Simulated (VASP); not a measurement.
# W (Fm-3m) in VASP: notebook, part 2 of 2

VASP 6.6.1. Earlier steps stand in the parts before.

**3. Single point, PBEsol**

INCAR

```
PREC = Accurate ; ENCUT = 520
EDIFF = 1E-7 ; ISMEAR = -1
SIGMA = 0.3 ; LREAL = F
LASPH = T ; NELM = 100
ALGO = Normal ; ISIF = 2
LWAVE = F ; LCHARG = F
GGA = PS ; NBANDS = 13
```

KPOINTS

```
regular mesh
0
Gamma
  14 14 14
```

POSCAR

```
W
1.0
    0.0000000000      2.0300000000      2.0300000000
    2.0300000000      0.0000000000      2.0300000000
    2.0300000000      2.0300000000      0.0000000000
W
1
Direct
    0.0000000000      0.0000000000      0.0000000000
```

Potentials or basis: VASP PAW PBE potentials, release 64 (W_sv).

Command:

```
$ cat potpaw_PBE.64/W_sv/POTCAR > POTCAR
$ mpirun -np 1 vasp_std > vasp.out
```

OUTCAR:

```text
PREC = Accurate
   ENCUT = 520
   EDIFF = 1E-7
   ISMEAR = -1
   LREAL = F
   LASPH = T
   NELM = 100
   ISIF = 2
   GGA = PS

 ion  position               nearest neighbor table
   1  0.000  0.000  0.000-

  LATTYP: Found a face centered cubic cell.
 ALAT       =     4.0600000000

  Lattice vectors:

 A1 = (   0.0000000000,   2.0300000000,   2.0300000000)
 A2 = (   2.0300000000,   0.0000000000,   2.0300000000)
 A3 = (   2.0300000000,   2.0300000000,   0.0000000000)

Analysis of symmetry for initial positions (statically):
=====================================================================
 Subroutine PRICEL returns:
 Original cell was already a primitive cell.

 Routine SETGRP: Setting up the symmetry group for a
 face centered cubic supercell.

 Subroutine GETGRP returns: Found 48 space group operations
 (whereof 48 operations were pure point group operations)
 out of a pool of 48 trial point group operations.

The static configuration has the point symmetry O_h .

Analysis of symmetry for dynamics (positions and initial velocities):
=====================================================================
 Subroutine PRICEL returns:
 Original cell was already a primitive cell.

 Routine SETGRP: Setting up the symmetry group for a
 face centered cubic supercell.

 Subroutine GETGRP returns: Found 48 space group operations
 (whereof 48 operations were pure point group operations)
 out of a pool of 48 trial point group operations.

The dynamic configuration has the point symmetry O_h .

 Subroutine INISYM returns: Found 48 space group operations
 (whereof 48 operations are pure point group operations),
 and found     1 'primitive' translations

----------------------------------------------------------------------------------------

                                     Primitive cell

  volume of cell :      16.7309

  direct lattice vectors                    reciprocal lattice vectors
     0.000000000  2.030000000  2.030000000    -0.246305419  0.246305419  0.246305419
     2.030000000  0.000000000  2.030000000     0.246305419 -0.246305419  0.246305419
     2.030000000  2.030000000  0.000000000     0.246305419  0.246305419 -0.246305419

  length of vectors
     2.870853532  2.870853532  2.870853532     0.426613499  0.426613499  0.426613499

  position of ions in fractional coordinates (direct lattice)
     0.000000000  0.000000000  0.000000000

  ion indices of the primitive-cell ions
   primitive index   ion index
                 1           1

----------------------------------------------------------------------------------------

 KPOINTS: regular mesh

Automatic generation of k-mesh.
 Grid dimensions read from file:
 generate k-points for:   14   14   14

 Generating k-lattice:

  Cartesian coordinates                     Fractional coordinates (reciprocal lattice)
    -0.017593244  0.017593244  0.017593244     0.071428571  0.000000000  0.000000000
     0.017593244 -0.017593244  0.017593244     0.000000000  0.071428571  0.000000000
     0.017593244  0.017593244 -0.017593244     0.000000000  0.000000000  0.071428571

  Length of vectors
     0.030472393  0.030472393  0.030472393

  Shift w.r.t. Gamma in fractional coordinates (k-lattice)
     0.000000000  0.000000000  0.000000000

 Subroutine IBZKPT returns following result:
 ===========================================

 Found    104 irreducible k-points:

 Following reciprocal coordinates:
            Coordinates               Weight
  0.000000  0.000000  0.000000      1.000000
  0.071429  0.000000  0.000000      8.000000
  0.142857  0.000000  0.000000      8.000000
  0.214286  0.000000  0.000000      8.000000
  0.285714  0.000000  0.000000      8.000000
  0.357143  0.000000  0.000000      8.000000
[... 16 lines left out ...]
  0.214286  0.142857  0.000000     24.000000
  0.285714  0.142857  0.000000     24.000000
 [... further k-points ...]
   k-points           NKPTS =    104   k-points in BZ     NKDIM =    104   number of bands    NBANDS=     13
   number of dos      NEDOS =    301   number of ions     NIONS =      1
   total plane-waves  NPLWV =  13824
   dimension x,y,z NGX =    24 NGY =   24 NGZ =   24
   dimension x,y,z NGXF=    48 NGYF=   48 NGZF=   48
   ions per type =               1
   NGX,Y,Z   is equivalent  to a cutoff of  13.90, 13.90, 13.90 a.u.
   NGXF,Y,Z  is equivalent  to a cutoff of  27.80, 27.80, 27.80 a.u.
 SYSTEM =  unknown system
   PREC   = accura    normal or accurate (medium, high low for compatibility)
   ISTART =      0    job   : 0-new  1-cont  2-samecut
   ICHARG =      2    charge: 1-file 2-atom 10-const
   ISPIN  =      1    spin polarized calculation?
   LNONCOLLINEAR =      F non collinear calculations
   LSORBIT =      F    spin-orbit coupling
   LASPH  =      T    aspherical Exc in radial PAW
   ENCUT  =  520.0 eV  38.22 Ry    6.18 a.u.   5.34  5.34  5.34*2*pi/ulx,y,z
   NELM   =    100;   NELMIN=  2; NELMDL= -5     # of ELM steps
   EDIFF  = 0.1E-06   stopping-criterion for ELM
   LREAL  =      F    real-space projection
   EDIFFG = 0.1E-05   stopping-criterion for IOM
   NSW    =      0    number of steps for IOM
   IBRION =     -1    ionic relax: 0-MD 1-quasi-New 2-CG
   NFREE  =      0    steps in history (QN), initial steepest desc. (CG)
   ISIF   =      2    stress and relaxation
   ISYM   =      2    0-nonsym 1-usesym 2-fastsym
   POTIM  = 0.5000    time-step for ionic-motion
   TEBEG  =    0.0;   TEEND  =   0.0 temperature during run
   PSTRESS=    0.0 pullay stress
   NELECT =      14.0000    total number of electrons
   NUPDOWN=      -1.0000    fix difference up-down
   EMIN   =  10.00;   EMAX   =-10.00  energy-range for DOS
   EFERMI =   0.00;   METHOD = LEGACY
   ISMEAR =    -1;   SIGMA  =   0.30  broadening in eV -4-tet -1-fermi 0-gaus
   EFERMI_NEDOS =   21; number of points for ismear=-14 and -15
   IALGO  =     38    algorithm
   IMIX   =      4    mixing-type and parameters
     AMIX     =   0.40;   BMIX     =  1.00
     AMIX_MAG =   1.60;   BMIX_MAG =  1.00
  volume/ion in A,a.u.               =      16.73       112.91
  Fermi-wavevector in a.u.,A,eV,Ry     =   1.542688  2.915258 32.380324  2.379887
  Thomas-Fermi vector in A             =   2.648457
   LORBIT       =      0    0 simple, 1 ext, 2 COOP (PROOUT), +10 PAW based schemes
   GGA     = PS    functional components
   LHFCALC =     F    Hartree Fock is set to
   AEXX    =    0.0000 exact exchange contribution
   IVDW    =     0    specifies the selected vdW correction
   LEPSILON=     F    determine dielectric tensor
   LRPA    =     F    only Hartree local field effects (RPA)
 non-spin polarized calculation
  energy-cutoff  :      520.00
  volume of cell :       16.73
 maximum number of plane-waves:       464
 NGX is ok and might be reduce to    24
   NGX = 11   NGY = 11   NGZ = 11

 number of electron      14.0000002 magnetization

 Free energy of the ion-electron system (eV)
  ---------------------------------------------------
  ext. energy  EPLUGINS =         0.00000000
  ---------------------------------------------------
  free energy    TOTEN  =       -13.45344809 eV

  energy without entropy =      -13.12631159  energy(sigma->0) =      -13.28987984

 E-fermi :  10.1270     XC(G=0): -13.4470

 val. band max:       10.1224218685   @ k =  -0.3571   0.4286   0.0714
 cond. band min:      10.1402278137   @ k =   0.2143   0.0714   0.0000
 fundamental gap:      0.0178059452
 Fermi energy:        10.1269771114

 k-point     1 :       0.0000    0.0000    0.0000
  band No.  band energies     occupation
      1     -63.5913      2.00000
      2     -27.2439      2.00000
      3     -27.2439      2.00000
      4     -27.2439      2.00000
      5       1.1512      2.00000
      6       9.5246      1.76326
      7       9.5246      1.76326
      8       9.5246      1.76326
      9      12.5590      0.00060
     10      12.5590      0.00060
     11      22.8534      0.00000
     12      27.9438      0.00000
     13      27.9438      0.00000
[... 353 lines left out ...]
 k-point    24 :       0.2857    0.1429    0.0000
  band No.  band energies     occupation
      1     -63.5333      2.00000
      2     -27.7932      2.00000
      3     -27.3930      2.00000
      4     -27.3819      2.00000
      5       3.8375      2.00000
      6       7.8317      1.99905
      7       9.7149      1.59590
      8      10.6573      0.29164
      9      11.9947      0.00395
     10      13.5903      0.00002
     11      24.5499      0.00000
     12      27.4693      0.00000
     13      29.6128      0.00000

 [... further k-points ...]

------------------------ aborting loop because EDIFF is reached ----------------------------------------

  FORCE on cell =-STRESS in cart. coord.  units (eV):
  Direction    XX          YY          ZZ          XY          YZ          ZX
  --------------------------------------------------------------------------------------
  -------------------------------------------------------------------------------------
  Total       -1.1095422     -1.1095422     -1.1095422      0.0000000      0.0000000     -0.0000000
  in kB     -106.2517984   -106.2517984   -106.2517984      0.0000000      0.0000000     -0.0000000
  external PRESSURE =    -106.2517984 kB  Pullay stress =       0.0000000 kB

 VOLUME and BASIS-vectors are now :
 -----------------------------------------------------------------------------
  energy-cutoff  :      520.00
  volume of cell :       16.73
      direct lattice vectors                 reciprocal lattice vectors
     0.000000000  2.030000000  2.030000000    -0.246305419  0.246305419  0.246305419
     2.030000000  0.000000000  2.030000000     0.246305419 -0.246305419  0.246305419
     2.030000000  2.030000000  0.000000000     0.246305419  0.246305419 -0.246305419

 POSITION                                       TOTAL-FORCE (eV/Angst)
 -----------------------------------------------------------------------------------
      0.00000      0.00000      0.00000         0.000000      0.000000      0.000000
 -----------------------------------------------------------------------------------
    total drift:                               -0.000000      0.000000     -0.000000

  FREE ENERGIE OF THE ION-ELECTRON SYSTEM (eV)
  ---------------------------------------------------
  free  energy   TOTEN  =       -13.4534480850 eV

  energy  without entropy=      -13.1263115920  energy(sigma->0) =      -13.28987984
```

Run time: 12 s. Hardware: 1 thread of Intel Xeon 6975P-C, shared host; peak memory 0.15 GiB.

Results:

```
Free energy            : -13.4534 eV
Pressure               : -10.6 GPa
Band gap on the k mesh : zero (band 7 reaches 13.02 eV, above the bottom of band 8 at 9.52 eV)
```

Caveat: the PAW data sets were made with another functional, which shifts forces and pressure a little; spin-orbit coupling is left out, which moves the levels of the heavy elements.

**4. Single point, PBEsol**

INCAR

```
ALGO = Normal
EDIFF = 1E-7
ENCUT = 520
GGA = PS
ISIF = 2
ISMEAR = -1
LASPH = True
LCHARG = False
LREAL = False
LWAVE = False
NBANDS = 13
NELM = 100
PREC = Accurate
SIGMA = 0.2
```

KPOINTS

```
k-points
0
Gamma
  14 14 14
```

POSCAR is that of step 3.

Command:

```
$ cat potpaw_PBE.64/W_sv/POTCAR > POTCAR
$ mpirun -np 1 vasp_std > vasp.out
```

Run time: 12 s. Hardware: 1 thread of Intel Xeon 6975P-C, shared host; peak memory 0.15 GiB.

It converged, with:

```yaml
Free_energy: -13.3613 eV
Pressure: -11.4 GPa
Band_gap_on_the_k_mesh: zero (band 7 reaches 13.02 eV, above the bottom of band 8 at 9.52 eV)
```

Levels at points of the mesh, in eV from the Fermi level:
```
           k point  band 4  band 5  band 6  band 7  band 8  band 9  band 10  band 11
(0.00, 0.00, 0.00)  -37.35   -8.94   -0.57   -0.57   -0.57    2.46     2.46    12.77
(0.50, 0.00, 0.00)  -37.49   -5.54   -0.79   -0.79    0.56    4.88     4.88     9.96
(0.50, 0.50, 0.00)  -37.74   -5.40   -4.43    2.93    4.84    5.60     5.60    11.54
```

Caveat: the PAW data sets were made with another functional, which shifts forces and pressure a little; spin-orbit coupling is left out, which moves the levels of the heavy elements.

**5. Single point, PBEsol**

INCAR

```
PREC = Accurate
ENCUT = 520
EDIFF = 1E-6
ISMEAR = -1
SIGMA = 0.1
LREAL = False
LASPH = True
NELM = 80
ALGO = Normal
ISIF = 2
LWAVE = False
LCHARG = False
GGA = PS
NBANDS = 13
```

KPOINTS

```
Automatic mesh
0
Gamma
  14 14 14
```

POSCAR is that of step 4.

Command:

```
$ cat potpaw_PBE.64/W_sv/POTCAR > POTCAR
$ mpirun -np 1 vasp_std > vasp.out
```

Run time: 11 s. Hardware: 1 thread of Intel Xeon 6975P-C, shared host; peak memory 0.15 GiB.

Results (log left out):

| Quantity | Value |
| --- | --- |
| Free energy | -13.3032 eV |
| Pressure | -12.0 GPa |
| Band gap on the k mesh | zero (band 7 reaches 13.02 eV, above the bottom of band 8 at 9.52 eV) |

Levels at points of the mesh, in eV from the Fermi level:
| k point | band 3 | band 4 | band 5 | band 6 | band 7 | band 8 | band 9 | band 10 | band 11 | band 12 |
| --- | --- | --- | --- | --- | --- | --- | --- | --- | --- | --- |
| (0.00, 0.00, 0.00) | -37.32 | -37.32 | -8.90 | -0.54 | -0.54 | -0.54 | 2.49 | 2.49 | 12.81 | 17.89 |
| (0.50, 0.00, 0.00) | -37.46 | -37.46 | -5.50 | -0.76 | -0.76 | 0.60 | 4.91 | 4.91 | 9.99 | 12.42 |
| (0.50, 0.50, 0.00) | -37.71 | -37.71 | -5.36 | -4.40 | 2.96 | 4.87 | 5.63 | 5.63 | 11.57 | 11.57 |

Caveat: the PAW data sets were made with another functional, which shifts forces and pressure a little; spin-orbit coupling is left out, which moves the levels of the heavy elements.

**6. Summary**

| smearing | gap on the mesh (eV) | pressure (GPa) |
| --- | --- | --- |
| fermi-dirac 0.5 eV | none | -7.9 |
| fermi-dirac 0.3 eV | none | -10.6 |
| fermi-dirac 0.2 eV | none | -11.4 |
| fermi-dirac 0.1 eV | none | -12.0 |

Alike in all rows: task single point; level PBEsol; potentials or basis VASP PAW PBE potentials, release 64 (W_sv); no spin polarisation; cell as given; k mesh 14 × 14 × 14; cutoff (eV) 520.

Every run on the cell as given and a fine mesh finds a metal.

Caveats: the PAW data sets were made with another functional, which shifts forces and pressure a little; spin-orbit coupling is left out, which moves the levels of the heavy elements.

Absolute energies hang on the potentials; compare differences alone.
